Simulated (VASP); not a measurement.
# LiH (rocksalt type) (Fm-3m) in VASP: single point with PBE

Aim: the single point of LiH (rocksalt type) with PBE.

Everything below comes from runs of VASP 6.6.1. Logs are shortened: lines on timing, memory, paths and dates and some standing lists are left out, and cuts for length are marked.

## Step 1: The cell of the first run

The structure is cubic, space group Fm-3m (No. 225). Conventional cell: a = 3.926 Å, b = 3.926 Å, c = 3.926 Å, α = 90.00°, β = 90.00°, γ = 90.00°. Li (site symmetry m-3m) has 6 H at 1.96 Å within 2.6 Å. Within 2.6 Å of H (site symmetry m-3m) lie 6 Li at 1.96 Å.

## Step 2: Single point, PBE

Input file INCAR:

```
PREC = Accurate
ENCUT = 520
EDIFF = 1E-7
ISMEAR = -1
SIGMA = 0.08
LREAL = False
LASPH = True
NELM = 100
ALGO = Normal
ISIF = 2
LWAVE = False
LCHARG = False
GGA = PE
ISYM = 0
NBANDS = 9
```

Input file KPOINTS:

```
Automatic mesh
0
Gamma
  14 14 14
  0.5 0.5 0.5
```

Input file POSCAR:

```
LiH
1.0
    0.0000000000      1.9629412656      1.9629412656
    1.9629412656      0.0000000000      1.9629412656
    1.9629412656      1.9629412656      0.0000000000
Li H
1 1
Direct
    0.0000000000      0.0000000000      0.0000000000
    0.5000000000      0.5000000000      0.5000000000
```

Potentials or basis: VASP PAW PBE potentials, release 64 (Li_sv, H).

Command:

```bash
cat potpaw_PBE.64/Li_sv/POTCAR potpaw_PBE.64/H/POTCAR > POTCAR
mpirun -np 1 vasp_std > vasp.out
```

OUTCAR:

```text
PREC = Accurate
   ENCUT = 520
   EDIFF = 1E-7
   ISMEAR = -1
   LREAL = False
   LASPH = True
   NELM = 100
   ISIF = 2
   GGA = PE
   ISYM = 0

 ion  position               nearest neighbor table
   1  0.000  0.000  0.000-
   2  0.500  0.500  0.500-

IMPORTANT INFORMATION: All symmetrisations will be switched off!
NOSYMM: (Re-)initialisation of all symmetry stuff for point group C_1.

----------------------------------------------------------------------------------------

                                     Primitive cell

  volume of cell :      15.1270

  direct lattice vectors                    reciprocal lattice vectors
     0.000000000  1.962941266  1.962941266    -0.254719797  0.254719797  0.254719797
     1.962941266  0.000000000  1.962941266     0.254719797 -0.254719797  0.254719797
     1.962941266  1.962941266  0.000000000     0.254719797  0.254719797 -0.254719797

  length of vectors
     2.776018160  2.776018160  2.776018160     0.441187629  0.441187629  0.441187629

  position of ions in fractional coordinates (direct lattice)
     0.000000000  0.000000000  0.000000000
     0.500000000  0.500000000  0.500000000

  ion indices of the primitive-cell ions
   primitive index   ion index
                 1           1
                 2           2

----------------------------------------------------------------------------------------

 KPOINTS: Automatic mesh

Automatic generation of k-mesh.
 Grid dimensions read from file:
 generate k-points for:   14   14   14

 Generating k-lattice:

  Cartesian coordinates                     Fractional coordinates (reciprocal lattice)
    -0.018194271  0.018194271  0.018194271     0.071428571  0.000000000  0.000000000
     0.018194271 -0.018194271  0.018194271     0.000000000  0.071428571  0.000000000
     0.018194271  0.018194271 -0.018194271     0.000000000  0.000000000  0.071428571

  Length of vectors
     0.031513402  0.031513402  0.031513402

  Shift w.r.t. Gamma in fractional coordinates (k-lattice)
     0.500000000  0.500000000  0.500000000

 Subroutine IBZKPT returns following result:
 ===========================================

 Found   5488 irreducible k-points:

 Following reciprocal coordinates:
            Coordinates               Weight
  0.035714  0.035714  0.035714      2.000000
  0.035714  0.000000  0.000000      2.000000
  0.000000  0.000000 -0.035714      2.000000
  0.000000  0.035714  0.000000      2.000000
  0.107143  0.035714  0.035714      2.000000
  0.035714  0.107143  0.035714      2.000000
[... 16 lines left out ...]
  0.000000  0.142857 -0.035714      2.000000
  0.142857  0.000000 -0.035714      2.000000
 [... further k-points ...]
   k-points           NKPTS =   5488   k-points in BZ     NKDIM =   5488   number of bands    NBANDS=      9
   number of dos      NEDOS =    301   number of ions     NIONS =      2
   total plane-waves  NPLWV =  13824
   dimension x,y,z NGX =    24 NGY =   24 NGZ =   24
   dimension x,y,z NGXF=    48 NGYF=   48 NGZF=   48
   ions per type =               1   1
   NGX,Y,Z   is equivalent  to a cutoff of  14.37, 14.37, 14.37 a.u.
   NGXF,Y,Z  is equivalent  to a cutoff of  28.75, 28.75, 28.75 a.u.
 SYSTEM =  unknown system
   PREC   = accura    normal or accurate (medium, high low for compatibility)
   ISTART =      0    job   : 0-new  1-cont  2-samecut
   ICHARG =      2    charge: 1-file 2-atom 10-const
   ISPIN  =      1    spin polarized calculation?
   LNONCOLLINEAR =      F non collinear calculations
   LSORBIT =      F    spin-orbit coupling
   LASPH  =      T    aspherical Exc in radial PAW
   ENCUT  =  520.0 eV  38.22 Ry    6.18 a.u.   5.16  5.16  5.16*2*pi/ulx,y,z
   NELM   =    100;   NELMIN=  2; NELMDL= -5     # of ELM steps
   EDIFF  = 0.1E-06   stopping-criterion for ELM
   LREAL  =      F    real-space projection
   EDIFFG = 0.1E-05   stopping-criterion for IOM
   NSW    =      0    number of steps for IOM
   IBRION =     -1    ionic relax: 0-MD 1-quasi-New 2-CG
   NFREE  =      0    steps in history (QN), initial steepest desc. (CG)
   ISIF   =      2    stress and relaxation
   ISYM   =      0    0-nonsym 1-usesym 2-fastsym
   POTIM  = 0.5000    time-step for ionic-motion
   TEBEG  =    0.0;   TEEND  =   0.0 temperature during run
   PSTRESS=    0.0 pullay stress
   NELECT =       4.0000    total number of electrons
   NUPDOWN=      -1.0000    fix difference up-down
   EMIN   =  10.00;   EMAX   =-10.00  energy-range for DOS
   EFERMI =   0.00;   METHOD = LEGACY
   ISMEAR =    -1;   SIGMA  =   0.08  broadening in eV -4-tet -1-fermi 0-gaus
   EFERMI_NEDOS =   21; number of points for ismear=-14 and -15
   IALGO  =     38    algorithm
   IMIX   =      4    mixing-type and parameters
     AMIX     =   0.40;   BMIX     =  1.00
     AMIX_MAG =   1.60;   BMIX_MAG =  1.00
  volume/ion in A,a.u.               =       7.56        51.04
  Fermi-wavevector in a.u.,A,eV,Ry     =   1.050778  1.985682 15.022653  1.104134
  Thomas-Fermi vector in A             =   2.185794
   LORBIT       =      0    0 simple, 1 ext, 2 COOP (PROOUT), +10 PAW based schemes
   GGA     = PE    functional components
   LHFCALC =     F    Hartree Fock is set to
   AEXX    =    0.0000 exact exchange contribution
   IVDW    =     0    specifies the selected vdW correction
   LEPSILON=     F    determine dielectric tensor
   LRPA    =     F    only Hartree local field effects (RPA)
 non-spin polarized calculation
  energy-cutoff  :      520.00
  volume of cell :       15.13
 maximum number of plane-waves:       419
 NGX is ok and might be reduce to    24
   NGX = 11   NGY = 11   NGZ = 11

 number of electron       4.0000000 magnetization

 Free energy of the ion-electron system (eV)
  ---------------------------------------------------
  ext. energy  EPLUGINS =         0.00000000
  ---------------------------------------------------
  free energy    TOTEN  =        -6.12002146 eV

  energy without entropy =       -6.12002146  energy(sigma->0) =       -6.12002146

 E-fermi :   1.9787     XC(G=0):  -8.7149

 val. band max:        0.3028775928   @ k =   0.5000   0.0357   0.5000
 cond. band min:       3.4533539301   @ k =   0.5000   0.0357   0.5000
 fundamental gap:      3.1504763373
 Fermi energy:         1.9787222030

 k-point     1 :       0.0357    0.0357    0.0357
  band No.  band energies     occupation
      1     -43.8459      2.00000
      2      -5.2568      2.00000
      3      17.0921      0.00000
      4      18.7578      0.00000
      5      18.8703      0.00000
      6      18.8703      0.00000
      7      23.4453      0.00000
      8      23.8944      0.00000
      9      23.8944      0.00000

 k-point     2 :       0.0357    0.0000    0.0000
  band No.  band energies     occupation
      1     -43.8459      2.00000
      2      -5.2568      2.00000
      3      17.0921      0.00000
      4      18.7578      0.00000
      5      18.8703      0.00000
      6      18.8704      0.00000
      7      23.4453      0.00000
      8      23.8944      0.00000
      9      23.8944      0.00000

 k-point     3 :       0.0000    0.0000   -0.0357
  band No.  band energies     occupation
      1     -43.8459      2.00000
      2      -5.2568      2.00000
      3      17.0921      0.00000
      4      18.7578      0.00000
      5      18.8703      0.00000
      6      18.8704      0.00000
      7      23.4453      0.00000
      8      23.8944      0.00000
      9      23.8944      0.00000

 k-point     4 :       0.0000    0.0357    0.0000
  band No.  band energies     occupation
      1     -43.8459      2.00000
      2      -5.2568      2.00000
      3      17.0921      0.00000
      4      18.7578      0.00000
      5      18.8703      0.00000
      6      18.8704      0.00000
      7      23.4453      0.00000
      8      23.8944      0.00000
      9      23.8944      0.00000

 k-point     5 :       0.1071    0.0357    0.0357
  band No.  band energies     occupation
      1     -43.8420      2.00000
      2      -5.1341      2.00000
      3      16.0732      0.00000
      4      17.6723      0.00000
      5      18.5180      0.00000
      6      19.0174      0.00000
      7      22.9455      0.00000
      8      24.0871      0.00000
      9      25.1707      0.00000

 k-point     6 :       0.0357    0.1071    0.0357
  band No.  band energies     occupation
      1     -43.8420      2.00000
      2      -5.1341      2.00000
      3      16.0732      0.00000
      4      17.6723      0.00000
      5      18.5180      0.00000
      6      19.0174      0.00000
      7      22.9455      0.00000
      8      24.0871      0.00000
      9      25.1707      0.00000
[... 169 lines left out ...]
 k-point    21 :       0.1786    0.1429    0.1429
  band No.  band energies     occupation
      1     -43.8332      2.00000
      2      -4.8305      2.00000
      3      13.8017      0.00000
      4      16.6876      0.00000
      5      17.8981      0.00000
      6      18.7646      0.00000
      7      23.3822      0.00000
      8      24.6499      0.00000
      9      25.8580      0.00000

 k-point    22 :       0.0357   -0.1429    0.0000
  band No.  band energies     occupation
      1     -43.8332      2.00000
      2      -4.8305      2.00000
      3      13.8017      0.00000
      4      16.6876      0.00000
      5      17.8981      0.00000
      6      18.7646      0.00000
      7      23.3822      0.00000
      8      24.6499      0.00000
      9      25.8718      0.00000

 k-point    23 :       0.0000    0.1429   -0.0357
  band No.  band energies     occupation
      1     -43.8332      2.00000
      2      -4.8305      2.00000
      3      13.8017      0.00000
      4      16.6876      0.00000
      5      17.8981      0.00000
      6      18.7646      0.00000
      7      23.3822      0.00000
      8      24.6499      0.00000
      9      25.8586      0.00000

 k-point    24 :       0.1429    0.0000   -0.0357
  band No.  band energies     occupation
      1     -43.8332      2.00000
      2      -4.8305      2.00000
      3      13.8017      0.00000
      4      16.6876      0.00000
      5      17.8981      0.00000
      6      18.7646      0.00000
      7      23.3822      0.00000
      8      24.6499      0.00000
      9      25.8577      0.00000

 [... further k-points ...]
[... 5 lines left out ...]
  --------------------------------------------------------------------------------------
  -------------------------------------------------------------------------------------
  Total        0.2063288      0.2063289      0.2063289      0.0000182      0.0000183      0.0000182
  in kB       21.8533799     21.8533861     21.8533819      0.0019311      0.0019375      0.0019257
  external PRESSURE =      21.8533826 kB  Pullay stress =       0.0000000 kB

 VOLUME and BASIS-vectors are now :
 -----------------------------------------------------------------------------
  energy-cutoff  :      520.00
  volume of cell :       15.13
      direct lattice vectors                 reciprocal lattice vectors
     0.000000000  1.962941266  1.962941266    -0.254719797  0.254719797  0.254719797
     1.962941266  0.000000000  1.962941266     0.254719797 -0.254719797  0.254719797
     1.962941266  1.962941266  0.000000000     0.254719797  0.254719797 -0.254719797

 POSITION                                       TOTAL-FORCE (eV/Angst)
 -----------------------------------------------------------------------------------
      0.00000      0.00000      0.00000        -0.000000     -0.000000     -0.000000
      1.96294      1.96294      1.96294         0.000000      0.000000      0.000000
 -----------------------------------------------------------------------------------
    total drift:                               -0.000000     -0.000000      0.000000

  FREE ENERGIE OF THE ION-ELECTRON SYSTEM (eV)
  ---------------------------------------------------
  free  energy   TOTEN  =        -6.1200214574 eV

  energy  without entropy=       -6.1200214573  energy(sigma->0) =       -6.12002146
```

Wall time 3.3 min (1 thread of Intel Xeon 6975P-C (Granite Rapids), shared host); peak memory 0.74 GiB.

What came out:

```
Free energy            : -6.1200 eV
Band gap on the k mesh : 3.15 eV, direct
```

Levels at points of the mesh, in eV from the valence-band top:
| k point | band 1 | band 2 | band 3 | band 4 | band 5 | band 6 |
| --- | --- | --- | --- | --- | --- | --- |
| (0.04, 0.04, 0.04) | -44.15 | -5.56 | 16.79 | 18.45 | 18.57 | 18.57 |

Caveat: the cutoff is under 1.25 times the usual one of these potentials, so pressure, stress and relaxed cells hold a basis-set (Pulay) error. As with any semilocal functional, this PBE gap is likely too small.
